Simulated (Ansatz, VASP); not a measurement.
Two plane-wave programs on PtBr2

INCAR

```
SYSTEM = PtBr2
PREC = Accurate ; ENCUT = 520
EDIFF = 1E-6 ; ISMEAR = 0
SIGMA = 0.05 ; LREAL = .FALSE.
LASPH = .TRUE. ; NELM = 80
ALGO = Normal ; ISIF = 2
LWAVE = .FALSE. ; LCHARG = .TRUE.
ISPIN = 2 ; MAGMOM = 0.5 0 0
LORBIT = 11 ; LMAXMIX = 4
LELF = .TRUE. ; LVHAR = .TRUE.
```

File KPOINTS:

```
Automatic mesh
0
G
  6 6 6
  0 0 0
```

The input POSCAR:

```
PtBr2
1.0
    2.0275947800      1.1706323900      6.1301826500
   -2.0275947800      1.1706323900      6.1301826500
    0.0000000000     -2.3412647800      6.1301826500
Pt Br
1 2
Direct
    0.0000000000      0.0000000000      0.0000000000
    0.2520000000      0.2520000000      0.2520000000
    0.7480000000      0.7480000000      0.7480000000
```

The input input.yaml:

```yaml
crystal:
  lattice:
    - [2.02759478, 1.17063239, 6.13018265]
    - [-2.02759478, 1.17063239, 6.13018265]
    - [0.0, -2.34126478, 6.13018265]
  atoms:
    - { symbol: Pt, position: [0.0, 0.0, 0.0], spin: 0.5 }
    - { symbol: Br, position: [0.252, 0.252, 0.252] }
    - { symbol: Br, position: [0.748, 0.748, 0.748] }
hamiltonian:
  xc: lda
  pseudopotentials: { kind: paw }
magnetization:
  spin_polarized: true
kpoints:
  mp_grid: { grid: [6, 6, 6] }
scf:
  occupations: { method: gaussian, width: 0.05 }
output:
  forces: true
  stress: true
  eigenvalues: true
  write_density: true
  write_potential: true
  elf: true
  volumetric_format: npy
```

Alike in both runs: task single point; functional LDA; k mesh 6 × 6 × 6; occupations gaussian, width 0.05 eV; collinear spin, ferromagnetic start.

|  | VASP | Ansatz |
| --- | --- | --- |
| version | VASP 6.6.1 | Ansatz 0.2.0 |
| potentials or method | VASP PAW LDA potentials, release 64 (Pt, Br) | Ansatz PAW |
| plane-wave cutoff (eV) | 520 | 420 |
| valence electrons in the cell | 24 | 32 |

```tsv
	VASP	Ansatz	Ansatz less VASP
gap on the k mesh at the Fermi level (eV)	none	none	-
pressure (GPa)	-9.3	-9.2	+0.07
traceless stress, the component that is largest in VASP (GPa)	0.81	0.85	+0.044
rms of the force components (eV/Å)	0.620	0.623	+0.0026
net moment per atom (μB)	0.58	0.62	+0.037
size of the moment on the site where the two differ most (μB)	0.98	1.03	+0.044
```

LDA's correlation is that of Perdew and Zunger in VASP and of Perdew and Wang (1992) in Ansatz. Site moments also hang on the region over which each program counts them. Atom by atom the forces differ by 0.003 eV/Å (rms over components). A gap of «none» marks a metal or a gap that the smearing closes. VASP's potentials hold 24 valence electrons a cell and Ansatz's 32, so a difference there can come from the potentials and not from the codes.

Neither program's run includes spin-orbit coupling.
